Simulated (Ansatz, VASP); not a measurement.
# BaZrO3: VASP beside Ansatz

File POSCAR:

```
BaZrO3
1.0
    4.2878306078      0.0000000000      0.0000000000
    0.0000000000      4.2878306078      0.0000000000
    0.0000000000      0.0000000000      4.2878306078
Ba Zr O
1 1 3
Direct
    0.0000000000      0.0000000000      0.0000000000
    0.5000000000      0.5000000000      0.5000000000
    0.0000000000      0.5000000000      0.5000000000
    0.5000000000      0.0000000000      0.5000000000
    0.5000000000      0.5000000000      0.0000000000
```

The input INCAR.step1:

```
SYSTEM = BaZrO3
ALGO = Normal ; EDIFF = 1E-4
ENCUT = 520 ; GGA = PE
ISMEAR = 0 ; LASPH = .TRUE.
LCHARG = .FALSE. ; LREAL = .FALSE.
LWAVE = .TRUE. ; NBANDS = 28
NELM = 60 ; PREC = Accurate
SIGMA = 0.01
```

The input INCAR.step2:

```
SYSTEM = BaZrO3
ALGO = Normal ; EDIFF = 1E-7
ENCUT = 520 ; ISIF = 2
ISMEAR = 0 ; ISTART = 1
LASPH = .TRUE. ; LCHARG = .TRUE.
LELF = .TRUE. ; LMIXTAU = .TRUE.
LREAL = .FALSE. ; LVHAR = .TRUE.
LWAVE = .FALSE. ; METAGGA = R2SCAN
NBANDS = 28 ; NELM = 60
PREC = Accurate ; SIGMA = 0.01
```

File KPOINTS:

```
k-points
0
G
  6 6 6
  0 0 0
```

Input for Ansatz:

```yaml
crystal:
  lattice:
    - [4.2878306078, 0.0, 0.0]
    - [0.0, 4.2878306078, 0.0]
    - [0.0, 0.0, 4.2878306078]
  atoms:
    - { symbol: Ba, position: [0.0, 0.0, 0.0] }
    - { symbol: Zr, position: [0.5, 0.5, 0.5] }
    - { symbol: O, position: [0.0, 0.5, 0.5] }
    - { symbol: O, position: [0.5, 0.0, 0.5] }
    - { symbol: O, position: [0.5, 0.5, 0.0] }
kpoints:
  mp_grid: { grid: [6, 6, 6] }
hamiltonian:
  xc: r2scan
scf:
  occupations: { method: fixed }
  n_extra_bands: 5
output:
  forces: true
  stress: true
  eigenvalues: true
```

Alike in both runs: task single point; functional r2SCAN; k mesh 6 × 6 × 6; no spin polarisation.

|  | VASP | Ansatz |
| --- | --- | --- |
| version | VASP 6.6.1 | Ansatz 0.2.0 |
| potentials or method | VASP PAW PBE potentials, release 64 (Ba_sv, Zr_sv, O) | plane waves, PAW |
| plane-wave cutoff (eV) | 520 | 500 |
| occupations | gaussian, width 0.01 eV | fixed |
| valence electrons in the cell | 40 | 40 |

VASP gave:

- gap on the k mesh at the Fermi level (eV): 3.53
- pressure (GPa): -7.6

Problem. Estimate Ansatz's values.

Solution. gap on the k mesh at the Fermi level (eV): 3.57; pressure (GPa): -8.4.

VASP's potentials were made for PBE, not for r2SCAN.

Neither program's run includes spin-orbit coupling.
